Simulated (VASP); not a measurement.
# MgSe3: single point with PBE

The system is MgSe3.

```
Mg Se
1.0
     5.50700    0.00000    0.00000
    -2.75350    4.76920    0.00000
     0.00000    0.00000    3.56969
Mg Se
1 3
Direct
  0.00000 0.00000 0.00000
  0.50000 0.00000 0.50000
  0.00000 0.50000 0.50000
  0.50000 0.50000 0.50000
```

```json
{
 "Program": "VASP 6.6.1",
 "Task": "single point",
 "Functional": "PBE",
 "Potentials or basis": "VASP PAW PBE potentials, release 64 (Mg, Se)",
 "Cutoff": "520 eV",
 "k mesh": "6 × 6 × 6",
 "Occupations": "gaussian, width 0.1 eV",
 "Spin": "no spin polarisation",
 "Dipole correction": "no",
 "Further INCAR settings": "ALGO = Normal; EDIFF = 1e-07; NBANDS = 18"
}
```

| Quantity | Value |
| --- | --- |
| Pressure | 0.1 GPa |
| Band gap on the k mesh | zero (band 10 reaches 4.99 eV, above the bottom of band 11 at 2.26 eV) |

Stress tensor (GPa, compression positive):
```
-0.02  0.00  0.00
 0.00 -0.02  0.00
 0.00  0.00  0.21
```

Levels at points of the mesh, in eV from the Fermi level:
| k point | band 7 | band 8 | band 9 | band 10 | band 11 | band 12 | band 13 | band 14 |
| --- | --- | --- | --- | --- | --- | --- | --- | --- |
| (0.00, 0.00, 0.00) | -2.10 | -1.79 | 0.71 | 0.71 | 2.06 | 3.36 | 3.36 | 3.93 |
| (0.50, 0.00, 0.00) | -2.02 | -1.89 | -1.33 | -0.55 | 0.61 | 1.71 | 3.21 | 3.22 |
| (0.00, 0.00, 0.50) | -4.51 | -2.04 | -2.04 | 0.64 | 2.41 | 2.64 | 2.65 | 2.65 |
| (0.50, 0.00, 0.50) | -2.33 | -2.21 | -1.97 | -1.48 | -1.48 | 0.67 | 3.53 | 3.76 |

It took 29 s on 1 thread of Intel(R) Xeon(R) Platinum 8559C (Emerald Rapids), on a shared host, peak memory 0.22 GiB.
